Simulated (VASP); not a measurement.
# W (I4/mmm) in VASP: notebook

The runs below take W through single point, with PBE.

All numbers are computed with VASP 6.6.1; they aren't measurements. Logs are shortened: lines on timing, memory, paths and dates and some standing lists are left out, and cuts for length are marked.

## Step 1: The cell of the first run

It takes space group I4/mmm (No. 139, tetragonal). Conventional cell: a = 3.101 Å, b = 3.101 Å, c = 3.165 Å, α = 90.00°, β = 90.00°, γ = 90.00°. W (site symmetry 4/mmm) has 14 W at 2.70 to 3.16 Å within 3.6 Å.

## Step 2: Single point, PBE

Input file INCAR:

```
SYSTEM = W
PREC = Accurate
ENCUT = 520
EDIFF = 1E-6
ISMEAR = -1
SIGMA = 0.05
LREAL = .False.
LASPH = .True.
NELM = 80
ALGO = Fast
ISIF = 2
LWAVE = .False.
LCHARG = .False.
GGA = PE
NBANDS = 13
```

Input file KPOINTS:

```
regular mesh
0
Gamma
  10 10 10
  0 0 0
```

Input file POSCAR:

```
W
1.0
   -1.5506981000      1.5506981000      1.5823450000
    1.5506981000     -1.5506981000      1.5823450000
    1.5506981000      1.5506981000     -1.5823450000
W
1
Direct
    0.0000000000      0.0000000000      0.0000000000
```

Potentials or basis: VASP PAW PBE potentials, release 64 (W_sv).

The run is started by

```sh
cat potpaw_PBE.64/W_sv/POTCAR > POTCAR
mpirun -np 1 vasp_std > vasp.out
```

OUTCAR:

```text
SYSTEM = W
   PREC = Accurate
   ENCUT = 520
   EDIFF = 1E-6
   ISMEAR = -1
   LREAL = .False.
   LASPH = .True.
   NELM = 80
   ISIF = 2
   GGA = PE

 ion  position               nearest neighbor table
   1  0.000  0.000  0.000-

  LATTYP: Found a body centered tetragonal cell.
 ALAT       =     3.1013962000
 C/A-ratio  =     1.0204081633

  Lattice vectors:

 A1 = (  -1.5506981000,   1.5506981000,   1.5823450000)
 A2 = (   1.5506981000,  -1.5506981000,   1.5823450000)
 A3 = (   1.5506981000,   1.5506981000,  -1.5823450000)

Analysis of symmetry for initial positions (statically):
=====================================================================
 Subroutine PRICEL returns:
 Original cell was already a primitive cell.

 Routine SETGRP: Setting up the symmetry group for a
 body centered tetragonal supercell.

 Subroutine GETGRP returns: Found 16 space group operations
 (whereof 16 operations were pure point group operations)
 out of a pool of 16 trial point group operations.

The static configuration has the point symmetry D_4h.

Analysis of symmetry for dynamics (positions and initial velocities):
=====================================================================
 Subroutine PRICEL returns:
 Original cell was already a primitive cell.

 Routine SETGRP: Setting up the symmetry group for a
 body centered tetragonal supercell.

 Subroutine GETGRP returns: Found 16 space group operations
 (whereof 16 operations were pure point group operations)
 out of a pool of 16 trial point group operations.

The dynamic configuration has the point symmetry D_4h.

 Subroutine INISYM returns: Found 16 space group operations
 (whereof 16 operations are pure point group operations),
 and found     1 'primitive' translations

----------------------------------------------------------------------------------------

                                     Primitive cell

  volume of cell :      15.2200

  direct lattice vectors                    reciprocal lattice vectors
    -1.550698100  1.550698100  1.582345000     0.000000000  0.322435424  0.315986716
     1.550698100 -1.550698100  1.582345000     0.322435424  0.000000000  0.315986716
     1.550698100  1.550698100 -1.582345000     0.322435424  0.322435424  0.000000000

  length of vectors
     2.704282695  2.704282695  2.704282695     0.451455654  0.451455654  0.455992550

  position of ions in fractional coordinates (direct lattice)
     0.000000000  0.000000000  0.000000000

  ion indices of the primitive-cell ions
   primitive index   ion index
                 1           1

----------------------------------------------------------------------------------------

 KPOINTS: regular mesh

Automatic generation of k-mesh.
 Grid dimensions read from file:
 generate k-points for:   10   10   10

 Generating k-lattice:

  Cartesian coordinates                     Fractional coordinates (reciprocal lattice)
     0.000000000  0.032243542  0.031598672     0.100000000 -0.000000000  0.000000000
     0.032243542  0.000000000  0.031598672    -0.000000000  0.100000000  0.000000000
     0.032243542  0.032243542  0.000000000     0.000000000  0.000000000  0.100000000

  Length of vectors
     0.045145565  0.045145565  0.045599255

  Shift w.r.t. Gamma in fractional coordinates (k-lattice)
     0.000000000  0.000000000  0.000000000

 Subroutine IBZKPT returns following result:
 ===========================================

 Found    102 irreducible k-points:

 Following reciprocal coordinates:
            Coordinates               Weight
  0.000000  0.000000  0.000000      1.000000
  0.100000  0.000000 -0.000000      8.000000
  0.200000  0.000000 -0.000000      8.000000
  0.300000  0.000000 -0.000000      8.000000
  0.400000  0.000000 -0.000000      8.000000
  0.500000  0.000000 -0.000000      4.000000
[... 16 lines left out ...]
  0.300000  0.300000 -0.000000      8.000000
  0.400000  0.300000 -0.000000     16.000000
 [... further k-points ...]
   k-points           NKPTS =    102   k-points in BZ     NKDIM =    102   number of bands    NBANDS=     13
   number of dos      NEDOS =    301   number of ions     NIONS =      1
   total plane-waves  NPLWV =   8000
   dimension x,y,z NGX =    20 NGY =   20 NGZ =   20
   dimension x,y,z NGXF=    40 NGYF=   40 NGZF=   40
   ions per type =               1
   NGX,Y,Z   is equivalent  to a cutoff of  12.30, 12.30, 12.30 a.u.
   NGXF,Y,Z  is equivalent  to a cutoff of  24.59, 24.59, 24.59 a.u.
 SYSTEM =  W
   PREC   = accura    normal or accurate (medium, high low for compatibility)
   ISTART =      0    job   : 0-new  1-cont  2-samecut
   ICHARG =      2    charge: 1-file 2-atom 10-const
   ISPIN  =      1    spin polarized calculation?
   LNONCOLLINEAR =      F non collinear calculations
   LSORBIT =      F    spin-orbit coupling
   LASPH  =      T    aspherical Exc in radial PAW
   ENCUT  =  520.0 eV  38.22 Ry    6.18 a.u.   5.03  5.03  5.03*2*pi/ulx,y,z
   NELM   =     80;   NELMIN=  2; NELMDL= -5     # of ELM steps
   EDIFF  = 0.1E-05   stopping-criterion for ELM
   LREAL  =      F    real-space projection
   EDIFFG = 0.1E-04   stopping-criterion for IOM
   NSW    =      0    number of steps for IOM
   IBRION =     -1    ionic relax: 0-MD 1-quasi-New 2-CG
   NFREE  =      0    steps in history (QN), initial steepest desc. (CG)
   ISIF   =      2    stress and relaxation
   ISYM   =      2    0-nonsym 1-usesym 2-fastsym
   POTIM  = 0.5000    time-step for ionic-motion
   TEBEG  =    0.0;   TEEND  =   0.0 temperature during run
   PSTRESS=    0.0 pullay stress
   NELECT =      14.0000    total number of electrons
   NUPDOWN=      -1.0000    fix difference up-down
   EMIN   =  10.00;   EMAX   =-10.00  energy-range for DOS
   EFERMI =   0.00;   METHOD = LEGACY
   ISMEAR =    -1;   SIGMA  =   0.05  broadening in eV -4-tet -1-fermi 0-gaus
   EFERMI_NEDOS =   21; number of points for ismear=-14 and -15
   IALGO  =     68    algorithm
   IMIX   =      4    mixing-type and parameters
     AMIX     =   0.40;   BMIX     =  1.00
     AMIX_MAG =   1.60;   BMIX_MAG =  1.00
  volume/ion in A,a.u.               =      15.22       102.71
  Fermi-wavevector in a.u.,A,eV,Ry     =   1.592132  3.008692 34.489175  2.534883
  Thomas-Fermi vector in A             =   2.690564
   LORBIT       =      0    0 simple, 1 ext, 2 COOP (PROOUT), +10 PAW based schemes
   GGA     = PE    functional components
   LHFCALC =     F    Hartree Fock is set to
   AEXX    =    0.0000 exact exchange contribution
   IVDW    =     0    specifies the selected vdW correction
   LEPSILON=     F    determine dielectric tensor
   LRPA    =     F    only Hartree local field effects (RPA)
 non-spin polarized calculation
 RMM-DIIS sequential band-by-band and
  energy-cutoff  :      520.00
  volume of cell :       15.22
 maximum number of plane-waves:       426
   NGX =  9   NGY =  9   NGZ =  9

 number of electron      14.0000002 magnetization

 Free energy of the ion-electron system (eV)
  ---------------------------------------------------
  ext. energy  EPLUGINS =         0.00000000
  ---------------------------------------------------
  free energy    TOTEN  =       -12.88561841 eV

  energy without entropy =      -12.88160190  energy(sigma->0) =      -12.88361016

 E-fermi :  12.1577     XC(G=0): -13.8759

 val. band max:       12.1250591726   @ k =  -0.3000   0.3000   0.3000
 cond. band min:      12.1626922728   @ k =   0.5000   0.5000   0.2000
 fundamental gap:      0.0376331002
 Fermi energy:        12.1576517377

 k-point     1 :       0.0000    0.0000    0.0000
  band No.  band energies     occupation
      1     -62.1108      2.00000
      2     -25.6124      2.00000
      3     -25.6024      2.00000
      4     -25.6024      2.00000
      5       2.1826      2.00000
      6      10.6426      2.00000
      7      10.6426      2.00000
      8      10.9218      2.00000
      9      14.1996      0.00000
     10      14.5762      0.00000
     11      26.3921      0.00000
     12      26.7898      0.00000
     13      26.7898      0.00000

 k-point     2 :       0.1000    0.0000   -0.0000
  band No.  band energies     occupation
      1     -62.0957      2.00000
      2     -25.7600      2.00000
      3     -25.6486      2.00000
      4     -25.6077      2.00000
      5       2.6789      2.00000
      6      10.4685      2.00000
      7      10.5654      2.00000
      8      11.2883      2.00000
      9      13.8342      0.00000
     10      14.5046      0.00000
     11      26.9686      0.00000
     12      27.6295      0.00000
     13      27.8108      0.00000

 k-point     3 :       0.2000    0.0000   -0.0000
  band No.  band energies     occupation
      1     -62.0560      2.00000
      2     -26.1459      2.00000
      3     -25.7678      2.00000
      4     -25.6086      2.00000
      5       3.9521      2.00000
      6       9.7959      2.00000
      7      10.2036      2.00000
      8      12.6805      0.00006
      9      13.5109      0.00000
     10      14.5327      0.00000
     11      27.4028      0.00000
     12      29.4864      0.00000
     13      29.9355      0.00000
[... 305 lines left out ...]
 k-point    23 :       0.3000    0.3000   -0.0000
  band No.  band energies     occupation
      1     -61.9333      2.00000
      2     -26.7585      2.00000
      3     -26.4697      2.00000
      4     -25.7850      2.00000
      5       7.4047      2.00000
      6       8.8997      2.00000
      7       9.6359      2.00000
      8      14.6560      0.00000
      9      15.0596      0.00000
     10      21.0903      0.00000
     11      22.3027      0.00000
     12      25.4393      0.00000
     13      29.5275      0.00000

 k-point    24 :       0.4000    0.3000   -0.0000
  band No.  band energies     occupation
      1     -61.9326      2.00000
      2     -26.7575      2.00000
      3     -26.4741      2.00000
      4     -25.7915      2.00000
      5       7.3475      2.00000
      6       8.8253      2.00000
      7       9.7564      2.00000
      8      14.5161      0.00000
      9      15.3767      0.00000
     10      21.1307      0.00000
     11      22.2216      0.00000
     12      25.3222      0.00000
     13      29.4690      0.00000

 [... further k-points ...]
[... 5 lines left out ...]
  --------------------------------------------------------------------------------------
  -------------------------------------------------------------------------------------
  Total        2.2612877      2.2612877      1.5537723      0.0000000      0.0000000      0.0000000
  in kB      238.0404254    238.0404254    163.5619516      0.0000000      0.0000000      0.0000000
  external PRESSURE =     213.2142675 kB  Pullay stress =       0.0000000 kB

 VOLUME and BASIS-vectors are now :
 -----------------------------------------------------------------------------
  energy-cutoff  :      520.00
  volume of cell :       15.22
      direct lattice vectors                 reciprocal lattice vectors
    -1.550698100  1.550698100  1.582345000     0.000000000  0.322435424  0.315986716
     1.550698100 -1.550698100  1.582345000     0.322435424  0.000000000  0.315986716
     1.550698100  1.550698100 -1.582345000     0.322435424  0.322435424  0.000000000

 POSITION                                       TOTAL-FORCE (eV/Angst)
 -----------------------------------------------------------------------------------
      0.00000      0.00000      0.00000        -0.000000     -0.000000      0.000000
 -----------------------------------------------------------------------------------
    total drift:                                0.000000     -0.000000     -0.000000

  FREE ENERGIE OF THE ION-ELECTRON SYSTEM (eV)
  ---------------------------------------------------
  free  energy   TOTEN  =       -12.8856184134 eV

  energy  without entropy=      -12.8816019003  energy(sigma->0) =      -12.88361016
```

It took 12 s on 1 thread of Intel Xeon Platinum 8488C (Sapphire Rapids), shared host; peak memory 0.13 GiB.

What came out:

- Free energy: -12.8856 eV
- Pressure: 21.3 GPa
- Band gap on the k mesh: zero (band 7 reaches 17.44 eV, above the bottom of band 8 at 10.92 eV)

Levels at points of the mesh, in eV from the Fermi level:
```
           k point  band 4  band 5  band 6  band 7  band 8  band 9  band 10  band 11
(0.00, 0.00, 0.00)  -37.76   -9.98   -1.52   -1.52   -1.24    2.04     2.42    14.23
(0.50, 0.00, 0.00)  -37.77   -6.67   -3.80    0.66    1.99    3.16     6.37    11.51
(0.50, 0.50, 0.00)  -37.79   -6.67   -4.08    0.83    2.41    3.32     6.44    11.43
(0.50, 0.50, 0.50)  -38.76   -6.32   -6.26    5.28    5.37    5.37     8.10     8.65
```

Caveat: spin-orbit coupling is left out, which moves the levels of the heavy elements.

## Step 3: Single point, PBE

This run uses another cell than the first one, of 15.53 Å³/atom, 1.021 times its volume.

Input file INCAR:

```
SYSTEM = W
ALGO     = Normal         ! electronic algorithm
EDIFF    = 1E-7           ! SCF threshold, eV
ENCUT    = 520            ! plane-wave cutoff, eV
GGA      = PE             ! functional
ISIF     = 2              ! what is computed and relaxed
ISMEAR   = -1             ! smearing method
LASPH    = .True.         ! aspherical terms in the spheres
LCHARG   = .False.        ! write CHGCAR
LREAL    = .False.        ! projectors in reciprocal space
LWAVE    = .False.        ! write WAVECAR
NBANDS   = 13             ! bands
NELM     = 100            ! most SCF steps
PREC     = Accurate       ! precision mode
SIGMA    = 0.05           ! smearing width, eV
```

Input file KPOINTS:

```
k-points
0
Gamma
  10 10 10
  0 0 0
```

Input file POSCAR:

```
W
1.0
   -1.5665215500      1.5665215500      1.5823450000
    1.5665215500     -1.5665215500      1.5823450000
    1.5665215500      1.5665215500     -1.5823450000
W
1
Direct
    0.0000000000      0.0000000000      0.0000000000
```

Potentials or basis: VASP PAW PBE potentials, release 64 (W_sv).

The run is started by

```sh
cat potpaw_PBE.64/W_sv/POTCAR > POTCAR
mpirun -np 1 vasp_std > vasp.out
```

Wall time 10 s (1 thread of Intel Xeon Platinum 8488C (Sapphire Rapids), shared host); peak memory 0.13 GiB.

The run converged. Its results:

| Quantity | Value |
| --- | --- |
| Free energy | -12.9231 eV |
| Pressure | 13.5 GPa |
| Band gap on the k mesh | zero (band 7 reaches 17.01 eV, above the bottom of band 8 at 10.56 eV) |

Stress tensor (GPa, compression positive):
```
14.69  0.00  0.00
 0.00 14.69  0.00
 0.00  0.00 11.15
```

Levels at points of the mesh, in eV from the Fermi level:
```csv
k point,band 3,band 4,band 5,band 6,band 7,band 8,band 9,band 10,band 11,band 12
"(0.00, 0.00, 0.00)",-37.84,-37.84,-9.88,-1.45,-1.45,-1.32,2.08,2.26,14.30,14.50
"(0.50, 0.00, 0.00)",-38.28,-37.84,-6.55,-3.76,0.59,2.00,3.06,6.18,11.25,11.42
"(0.50, 0.50, 0.00)",-38.30,-37.85,-6.55,-3.90,0.67,2.20,3.14,6.21,11.33,11.38
"(0.50, 0.50, 0.50)",-38.79,-38.79,-6.15,-6.12,5.14,5.18,5.18,8.10,8.37,8.37
```

Caveat: spin-orbit coupling is left out, which moves the levels of the heavy elements.
